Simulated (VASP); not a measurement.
# Re (P-1) in VASP: notebook

The runs below take Re through single point, with PBEsol.

All numbers are computed with VASP 6.6.1; they aren't measurements. Logs are shortened: lines on timing, memory, paths and dates and some standing lists are left out, and cuts for length are marked.

### Step 1. The cell of the first run

The typed cell holds 2 atoms: a = 2.754 Å, b = 2.757 Å, c = 4.477 Å, α = 97.71°, β = 96.26°, γ = 119.63°.

### Step 2. Single point, PBEsol (engineering shear strain xz -0.1100, engineering shear strain yz -0.2200)

Input file INCAR:

```
ALGO     = Fast           # electronic algorithm
EDIFF    = 1E-6           # SCF threshold, eV
ENCUT    = 520            # plane-wave cutoff, eV
GGA      = PS             # functional
ISIF     = 2              # what is computed and relaxed
ISMEAR   = 0              # smearing method
LASPH    = True           # aspherical terms in the spheres
LCHARG   = True           # write CHGCAR
LELF     = True           # ELF
LREAL    = False          # projectors in reciprocal space
LVHAR    = True         
LWAVE    = False          # write WAVECAR
NBANDS   = 14             # bands
NELM     = 100            # most SCF steps
PREC     = Accurate       # precision mode
SIGMA    = 0.15           # smearing width, eV
```

Input file KPOINTS:

```
k-points
0
Gamma
  18 18 10
```

Input file POSCAR:

```
Re
1.0
    2.7502953086      0.0000000000     -0.1512662420
   -1.3751476543      2.3818256051     -0.1863676956
   -0.2443809628     -0.4887619256      4.4432902328
Re
2
Direct
    0.3333333333      0.6666666667      0.2500000000
    0.6666666667      0.3333333333      0.7500000000
```

Potentials or basis: VASP PAW PBE potentials, release 64 (Re).

The run is started by

```bash
cat potpaw_PBE.64/Re/POTCAR > POTCAR
mpirun -np 1 vasp_std > vasp.out
```

OUTCAR:

```text
EDIFF = 1E-6
   ENCUT = 520
   GGA = PS
   ISIF = 2
   ISMEAR = 0
   LASPH = True
   LREAL = False
   NELM = 100
   PREC = Accurate

 ion  position               nearest neighbor table
   1  0.333  0.667  0.250-   2 2.45   2 2.47   2 2.73   2 2.76   2 3.00   2 3.02
   2  0.667  0.333  0.750-   1 2.45   1 2.47   1 2.73   1 2.76   1 3.00   1 3.02

  LATTYP: Found a triclinic cell.
 ALAT       =     6.6190770569
 B/A-ratio  =     0.4164632698
 C/A-ratio  =     1.3157037410
 COS(alpha) =     0.0221874127
 COS(beta)  =     0.6617835472
 COS(gamma) =     0.7421583374

  Lattice vectors:

 A1 = (   2.9946762714,  -4.2748892846,  -4.0705548416)
 A2 = (   1.3751476543,  -2.3818256051,   0.1863676956)
 A3 = (  -0.8863857287,  -1.4043017539,  -8.5489465280)

Analysis of symmetry for initial positions (statically):
=====================================================================
 Subroutine PRICEL returns:
 Original cell was already a primitive cell.

 Routine SETGRP: Setting up the symmetry group for a
 triclinic supercell.

 Subroutine GETGRP returns: Found  2 space group operations
 (whereof  2 operations were pure point group operations)
 out of a pool of  2 trial point group operations.

The static configuration has the point symmetry S_2 .

Analysis of symmetry for dynamics (positions and initial velocities):
=====================================================================
 Subroutine PRICEL returns:
 Original cell was already a primitive cell.

 Routine SETGRP: Setting up the symmetry group for a
 triclinic supercell.

 Subroutine GETGRP returns: Found  2 space group operations
 (whereof  2 operations were pure point group operations)
 out of a pool of  2 trial point group operations.

The dynamic configuration has the point symmetry S_2 .

 Subroutine INISYM returns: Found  2 space group operations
 (whereof  2 operations are pure point group operations),
 and found     1 'primitive' translations

----------------------------------------------------------------------------------------

                                     Primitive cell

  volume of cell :      28.6665

  direct lattice vectors                    reciprocal lattice vectors
     2.750295309  0.000000000 -0.151266242     0.366003630  0.214735633  0.043751119
    -1.375147654  2.381825605 -0.186367696     0.002579077  0.425004174  0.046892308
    -0.244380963 -0.488761926  4.443290233     0.012568310  0.025136621  0.228514732

  length of vectors
     2.754451989  2.756602474  4.476766508     0.426596073  0.427591029  0.230236390

  position of ions in fractional coordinates (direct lattice)
     0.333333333  0.666666667  0.250000000
     0.666666667  0.333333333  0.750000000

  ion indices of the primitive-cell ions
   primitive index   ion index
                 1           1
                 2           2

----------------------------------------------------------------------------------------

 KPOINTS: k-points

Automatic generation of k-mesh.
 Grid dimensions read from file:
 generate k-points for:   18   18   10

 Generating k-lattice:

  Cartesian coordinates                     Fractional coordinates (reciprocal lattice)
     0.020333535  0.011929757  0.002430618     0.055555556  0.000000000  0.000000000
     0.000143282  0.023611343  0.002605128    -0.000000000  0.055555556  0.000000000
     0.001256831  0.002513662  0.022851473     0.000000000  0.000000000  0.100000000

  Length of vectors
     0.023699782  0.023755057  0.023023639

  Shift w.r.t. Gamma in fractional coordinates (k-lattice)
     0.000000000  0.000000000  0.000000000

 Subroutine IBZKPT returns following result:
 ===========================================

 Found   1624 irreducible k-points:

 Following reciprocal coordinates:
            Coordinates               Weight
  0.000000  0.000000  0.000000      1.000000
  0.055556 -0.000000 -0.000000      2.000000
  0.111111 -0.000000 -0.000000      2.000000
  0.166667  0.000000  0.000000      2.000000
  0.222222 -0.000000 -0.000000      2.000000
  0.277778  0.000000 -0.000000      2.000000
[... 16 lines left out ...]
 -0.333333  0.055556  0.000000      2.000000
 -0.277778  0.055556  0.000000      2.000000
 [... further k-points ...]
   k-points           NKPTS =   1624   k-points in BZ     NKDIM =   1624   number of bands    NBANDS=     14
   number of dos      NEDOS =    301   number of ions     NIONS =      2
   total plane-waves  NPLWV =  17280
   dimension x,y,z NGX =    20 NGY =   24 NGZ =   36
   dimension x,y,z NGXF=    40 NGYF=   48 NGZF=   72
   ions per type =               2
   NGX,Y,Z   is equivalent  to a cutoff of  12.07, 14.47, 13.37 a.u.
   NGXF,Y,Z  is equivalent  to a cutoff of  24.14, 28.95, 26.74 a.u.
 SYSTEM =  unknown system
   PREC   = accura    normal or accurate (medium, high low for compatibility)
   ISTART =      0    job   : 0-new  1-cont  2-samecut
   ICHARG =      2    charge: 1-file 2-atom 10-const
   ISPIN  =      1    spin polarized calculation?
   LNONCOLLINEAR =      F non collinear calculations
   LSORBIT =      F    spin-orbit coupling
   LASPH  =      T    aspherical Exc in radial PAW
   ENCUT  =  520.0 eV  38.22 Ry    6.18 a.u.   5.12  5.13  8.32*2*pi/ulx,y,z
   NELM   =    100;   NELMIN=  2; NELMDL= -5     # of ELM steps
   EDIFF  = 0.1E-05   stopping-criterion for ELM
   LREAL  =      F    real-space projection
   EDIFFG = 0.1E-04   stopping-criterion for IOM
   NSW    =      0    number of steps for IOM
   IBRION =     -1    ionic relax: 0-MD 1-quasi-New 2-CG
   NFREE  =      0    steps in history (QN), initial steepest desc. (CG)
   ISIF   =      2    stress and relaxation
   ISYM   =      2    0-nonsym 1-usesym 2-fastsym
   POTIM  = 0.5000    time-step for ionic-motion
   TEBEG  =    0.0;   TEEND  =   0.0 temperature during run
   PSTRESS=    0.0 pullay stress
   NELECT =      14.0000    total number of electrons
   NUPDOWN=      -1.0000    fix difference up-down
   EMIN   =  10.00;   EMAX   =-10.00  energy-range for DOS
   EFERMI =   0.00;   METHOD = LEGACY
   ISMEAR =     0;   SIGMA  =   0.15  broadening in eV -4-tet -1-fermi 0-gaus
   EFERMI_NEDOS =   21; number of points for ismear=-14 and -15
   IALGO  =     68    algorithm
   IMIX   =      4    mixing-type and parameters
     AMIX     =   0.40;   BMIX     =  1.00
     AMIX_MAG =   1.60;   BMIX_MAG =  1.00
  volume/ion in A,a.u.               =      14.33        96.73
  Fermi-wavevector in a.u.,A,eV,Ry     =   1.289216  2.436266 22.613956  1.662079
  Thomas-Fermi vector in A             =   2.421123
   LORBIT       =      0    0 simple, 1 ext, 2 COOP (PROOUT), +10 PAW based schemes
   GGA     = PS    functional components
   LHFCALC =     F    Hartree Fock is set to
   AEXX    =    0.0000 exact exchange contribution
   IVDW    =     0    specifies the selected vdW correction
   LEPSILON=     F    determine dielectric tensor
   LRPA    =     F    only Hartree local field effects (RPA)
 non-spin polarized calculation
 RMM-DIIS sequential band-by-band and
 Gauss-broadening in eV      SIGMA  =   0.15
  energy-cutoff  :      520.00
  volume of cell :       28.67
 maximum number of plane-waves:       788
   NGX = 11   NGY = 11   NGZ = 17

 number of electron      13.9999999 magnetization

 Free energy of the ion-electron system (eV)
  ---------------------------------------------------
  ext. energy  EPLUGINS =         0.00000000
  ---------------------------------------------------
  free energy    TOTEN  =       -25.91786679 eV

  energy without entropy =      -25.89668984  energy(sigma->0) =      -25.90727831

 E-fermi :   8.5430     XC(G=0): -13.9369

 val. band max:        8.5426374708   @ k =   0.3333  -0.3889   0.4000
 cond. band min:       8.5441784616   @ k =  -0.3889   0.3889   0.5000
 fundamental gap:      0.0015409907
 Fermi energy:         8.5430481907

 k-point     1 :       0.0000    0.0000    0.0000
  band No.  band energies     occupation
      1      -1.9958      2.00000
      2       1.4541      2.00000
      3       5.4576      2.00000
      4       6.4564      2.00000
      5       6.5546      2.00000
      6       6.8000      2.00000
      7       7.3983      2.00000
      8       8.3102      1.97184
      9       9.1609      0.00000
     10       9.5113      0.00000
     11      10.3721      0.00000
     12      11.1959      0.00000
     13      19.6143      0.00000
     14      22.7712      0.00000

 k-point     2 :       0.0556   -0.0000   -0.0000
  band No.  band energies     occupation
      1      -1.8622      2.00000
      2       1.5638      2.00000
      3       5.4532      2.00000
      4       6.3718      2.00000
      5       6.5963      2.00000
      6       6.7237      2.00000
      7       7.4695      2.00000
      8       8.2161      1.99795
      9       8.5764      0.75298
     10       9.4665      0.00000
     11      10.8327      0.00000
     12      11.5633      0.00000
     13      19.6132      0.00000
     14      22.9823      0.00000

 k-point     3 :       0.1111   -0.0000   -0.0000
  band No.  band energies     occupation
      1      -1.4728      2.00000
      2       1.8684      2.00000
      3       5.3358      2.00000
      4       6.1365      2.00000
      5       6.3470      2.00000
      6       6.9257      2.00000
      7       7.6591      2.00000
      8       7.7606      2.00000
      9       8.1710      1.99955
     10       9.3553      0.00000
     11      11.1980      0.00000
     12      12.6081      0.00000
     13      19.6121      0.00000
     14      23.5537      0.00000
[... 324 lines left out ...]
 k-point    23 :      -0.3333    0.0556    0.0000
  band No.  band energies     occupation
      1       1.1078      2.00000
      2       2.7520      2.00000
      3       3.5337      2.00000
      4       5.0260      2.00000
      5       5.2722      2.00000
      6       7.0528      2.00000
      7       8.0852      1.99998
      8       9.3847      0.00000
      9      10.0016      0.00000
     10      10.6418      0.00000
     11      11.8846      0.00000
     12      16.0610      0.00000
     13      20.2965      0.00000
     14      21.7308      0.00000

 k-point    24 :      -0.2778    0.0556    0.0000
  band No.  band energies     occupation
      1       0.3602      2.00000
      2       2.8432      2.00000
      3       4.0269      2.00000
      4       5.2001      2.00000
      5       5.4133      2.00000
      6       7.0039      2.00000
      7       7.6953      2.00000
      8       8.8942      0.00093
      9       9.2200      0.00000
     10       9.7388      0.00000
     11      11.6879      0.00000
     12      15.5698      0.00000
     13      19.7343      0.00000
     14      23.3037      0.00000

 [... further k-points ...]

------------------------ aborting loop because EDIFF is reached ----------------------------------------

  FORCE on cell =-STRESS in cart. coord.  units (eV):
  Direction    XX          YY          ZZ          XY          YZ          ZX
  --------------------------------------------------------------------------------------
  -------------------------------------------------------------------------------------
  Total        3.2247069      1.8270266      4.3145169     -0.9567522      5.0175817      2.5885796
  in kB      180.2294452    102.1128418    241.1391228    -53.4730497    280.4335390    144.6761764
  external PRESSURE =     174.4938033 kB  Pullay stress =       0.0000000 kB

 VOLUME and BASIS-vectors are now :
 -----------------------------------------------------------------------------
  energy-cutoff  :      520.00
  volume of cell :       28.67
      direct lattice vectors                 reciprocal lattice vectors
     2.750295309  0.000000000 -0.151266242     0.366003630  0.214735633  0.043751119
    -1.375147654  2.381825605 -0.186367696     0.002579077  0.425004174  0.046892308
    -0.244380963 -0.488761926  4.443290233     0.012568310  0.025136621  0.228514732

 POSITION                                       TOTAL-FORCE (eV/Angst)
 -----------------------------------------------------------------------------------
     -0.06110      1.46569      0.93616         0.877667     -0.629719     -0.067291
      1.19186      0.42737      3.16950        -0.877667      0.629719      0.067291
 -----------------------------------------------------------------------------------
    total drift:                                0.000000     -0.000000      0.000000

  FREE ENERGIE OF THE ION-ELECTRON SYSTEM (eV)
  ---------------------------------------------------
  free  energy   TOTEN  =       -25.9178667930 eV

  energy  without entropy=      -25.8966898352  energy(sigma->0) =      -25.90727831
```

It took 19 min on 1 thread of Oxide Virtual Turin-like, shared host; peak memory 0.61 GiB.

Results:

| Quantity | Value |
| --- | --- |
| Free energy | -25.9179 eV |
| Pressure | 17.4 GPa |
| Largest force | 1.082 eV/Å |
| Band gap on the k mesh | zero (bands 7 and 8 overlap by 2.95 eV) |

Forces on the atoms (eV/Å):
```
Re   0.878 -0.630 -0.067
Re  -0.878  0.630  0.067
```

Stress tensor (GPa, compression positive):
```
18.02 -5.35 14.47
-5.35 10.21 28.04
14.47 28.04 24.11
```

Caveat: the cell differs from its parent crystal (engineering shear strain xz -0.1100, engineering shear strain yz -0.2200); the cell stands under pressure; the PAW data sets were made with another functional, which shifts forces and pressure a little; spin-orbit coupling is left out, which moves the levels of the heavy elements.

### Step 3. Single point, PBEsol (engineering shear strain xz -0.1100, engineering shear strain yz -0.1100)

Input file INCAR:

```
PREC = Accurate ; ENCUT = 520
EDIFF = 1E-6 ; ISMEAR = 0
SIGMA = 0.15 ; LREAL = False
LASPH = True ; NELM = 100
ALGO = Fast ; ISIF = 2
LWAVE = False ; LCHARG = True
GGA = PS ; LELF = True
LVHAR = True ; NBANDS = 14
```

Input file KPOINTS:

```
regular mesh
0
Gamma
  18 18 10
```

Input file POSCAR:

```
Re
1.0
    2.7502953086      0.0000000000     -0.1512662420
   -1.3751476543      2.3818256051     -0.0553672873
   -0.2443809628     -0.2443809628      4.4432902328
Re
2
Direct
    0.3333333333      0.6666666667      0.2500000000
    0.6666666667      0.3333333333      0.7500000000
```

Potentials or basis: VASP PAW PBE potentials, release 64 (Re).

The run is started by

```bash
cat potpaw_PBE.64/Re/POTCAR > POTCAR
mpirun -np 1 vasp_std > vasp.out
```

OUTCAR:

```text
PREC = Accurate
   ENCUT = 520
   EDIFF = 1E-6
   ISMEAR = 0
   LREAL = False
   LASPH = True
   NELM = 100
   ISIF = 2
   GGA = PS

 ion  position               nearest neighbor table
   1  0.333  0.667  0.250-   2 2.54   2 2.59   2 2.68   2 2.79   2 2.88   2 2.93
   2  0.667  0.333  0.750-   1 2.54   1 2.59   1 2.68   1 2.79   1 2.88   1 2.93

  LATTYP: Found a triclinic cell.
 ALAT       =     2.7544519891
 B/A-ratio  =     2.1880036314
 C/A-ratio  =     0.9986932331
 COS(alpha) =     0.0284829221
 COS(beta)  =     0.4980389948
 COS(gamma) =     0.6057737933

  Lattice vectors:

 A1 = (   2.7502953086,   0.0000000000,  -0.1512662420)
 A2 = (   3.8810620001,   2.1374446423,   4.0853904615)
 A3 = (   1.3751476543,  -2.3818256051,   0.0553672873)

Analysis of symmetry for initial positions (statically):
=====================================================================
 Subroutine PRICEL returns:
 Original cell was already a primitive cell.

 Routine SETGRP: Setting up the symmetry group for a
 triclinic supercell.

[... 177 lines left out ...]
      2       1.2606      2.00000
      3       5.8203      2.00000
      4       6.3295      2.00000
      5       6.3709      2.00000
      6       6.9720      2.00000
      7       7.1536      2.00000
      8       8.2310      0.59365
      9       8.6615      0.00000
     10       8.8025      0.00000
     11      10.8704      0.00000
     12      11.2406      0.00000
     13      18.6847      0.00000
     14      22.3527      0.00000
[... 377 lines left out ...]
      1       0.2606      2.00000
      2       2.6928      2.00000
      3       4.1466      2.00000
      4       4.9913      2.00000
      5       5.8986      2.00000
      6       6.7557      2.00000
      7       7.2763      2.00000
      8       8.6100      0.00004
      9       8.8649      0.00000
     10       9.5159      0.00000
     11      12.0266      0.00000
     12      15.6203      0.00000
     13      18.8978      0.00000
     14      23.0366      0.00000

 [... further k-points ...]

------------------------ aborting loop because EDIFF is reached ----------------------------------------

  FORCE on cell =-STRESS in cart. coord.  units (eV):
  Direction    XX          YY          ZZ          XY          YZ          ZX
  --------------------------------------------------------------------------------------
  -------------------------------------------------------------------------------------
  Total        1.1566145      1.1403460      1.4744093     -0.4752017      2.9556343      2.8840008
  in kB       64.0531833     63.1522320     81.6526199    -26.3166168    163.6826954    159.7156405
  external PRESSURE =      69.6193451 kB  Pullay stress =       0.0000000 kB

 VOLUME and BASIS-vectors are now :
 -----------------------------------------------------------------------------
  energy-cutoff  :      520.00
  volume of cell :       28.93
      direct lattice vectors                 reciprocal lattice vectors
     2.750295309  0.000000000 -0.151266242     0.365342778  0.211668469  0.031735619
    -1.375147654  2.381825605 -0.055367287     0.001277765  0.421123784  0.023232085
    -0.244380963 -0.244380963  4.443290233     0.012453559  0.012453559  0.226428339

 POSITION                                       TOTAL-FORCE (eV/Angst)
 -----------------------------------------------------------------------------------
     -0.06110      1.52679      1.02349         0.305824      0.004644      0.084454
      1.19186      0.61066      3.21317        -0.305824     -0.004644     -0.084454
 -----------------------------------------------------------------------------------
    total drift:                                0.000000     -0.000000      0.000000

  FREE ENERGIE OF THE ION-ELECTRON SYSTEM (eV)
  ---------------------------------------------------
  free  energy   TOTEN  =       -26.3869893626 eV

  energy  without entropy=      -26.3651326405  energy(sigma->0) =      -26.37606100
```

OSZICAR:

```text
N       E                     dE             d eps       ncg     rms          rms(c)
DAV:   1     0.190917523537E+02    0.19092E+02   -0.68312E+03 90824   0.125E+03
DAV:   2    -0.267929561604E+02   -0.45885E+02   -0.40558E+02 74260   0.286E+02
DAV:   3    -0.278260072513E+02   -0.10331E+01   -0.10057E+01 70494   0.437E+01
DAV:   4    -0.278361560162E+02   -0.10149E-01   -0.10137E-01 70330   0.296E+00
DAV:   5    -0.278363613682E+02   -0.20535E-03   -0.20532E-03 69778   0.733E-01    0.462E+01
RMM:   6    -0.267090410490E+02    0.11273E+01   -0.17906E-01 48606   0.200E+01    0.187E+01
RMM:   7    -0.263954137266E+02    0.31363E+00   -0.24698E+00 68520   0.217E+01    0.112E+00
RMM:   8    -0.263910835887E+02    0.43301E-02   -0.76285E-02 67138   0.421E+00    0.101E+00
RMM:   9    -0.263880834020E+02    0.30002E-02   -0.15265E-02 71026   0.996E-01    0.181E-01
RMM:  10    -0.263869047458E+02    0.11787E-02   -0.70383E-04 53809   0.123E+00    0.122E-01
RMM:  11    -0.263869851228E+02   -0.80377E-04   -0.22007E-03 70669   0.456E-01    0.994E-03
RMM:  12    -0.263869893400E+02   -0.42171E-05   -0.11985E-04 69493   0.745E-02    0.876E-03
RMM:  13    -0.263869893626E+02   -0.22603E-07   -0.46623E-06 49897   0.337E-02
   1 F= -.26386989E+02 E0= -.26376061E+02  d E =-.218567E-01
```

Wall time 17 min (1 thread of Oxide Virtual Turin-like, shared host); peak memory 0.6 GiB.

Results:

* Free energy: -26.3870 eV
* Pressure: 7.0 GPa
* Largest force: 0.317 eV/Å
* Band gap on the k mesh: zero (bands 7 and 8 overlap by 2.97 eV)

Forces on the atoms (eV/Å):
```
Re   0.306  0.005  0.084
Re  -0.306 -0.005 -0.084
```

Stress tensor (GPa, compression positive):
```
 6.41 -2.63 15.97
-2.63  6.32 16.37
15.97 16.37  8.17
```

Caveat: the cell differs from its parent crystal (engineering shear strain xz -0.1100, engineering shear strain yz -0.1100); the cell stands under pressure; the PAW data sets were made with another functional, which shifts forces and pressure a little; spin-orbit coupling is left out, which moves the levels of the heavy elements.
